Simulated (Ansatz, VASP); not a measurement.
## InP: VASP beside Ansatz

```
In P
1.0
     0.00000    2.95381    2.95381
     2.95381    0.00000    2.95381
     2.95381    2.95381    0.00000
In P
1 1
Cartesian
  0.0000 0.0000 0.0000
  1.4769 1.4769 1.4769
```

Alike in both runs: task single point; functional r2SCAN0; k mesh 6 × 6 × 6; no spin polarisation.

```csv
,VASP,Ansatz
version,VASP 6.6.1,Ansatz 0.2.0
potentials or method,"VASP PAW PBE potentials, release 64 (In_d, P)","plane waves, PAW"
plane-wave cutoff (eV),520,500
occupations,"gaussian, width 0.01 eV",fixed
valence electrons in the cell,18,18
```

```tsv
	VASP	Ansatz	Ansatz less VASP
gap on the k mesh at the Fermi level (eV)	2.25	2.21	-0.037
pressure (GPa)	-1.6	-1.3	+0.30
```

VASP's potentials were made for PBE, not for r2SCAN0. Ansatz's warnings: stress exchange threshold loose, stress scf threshold loose.
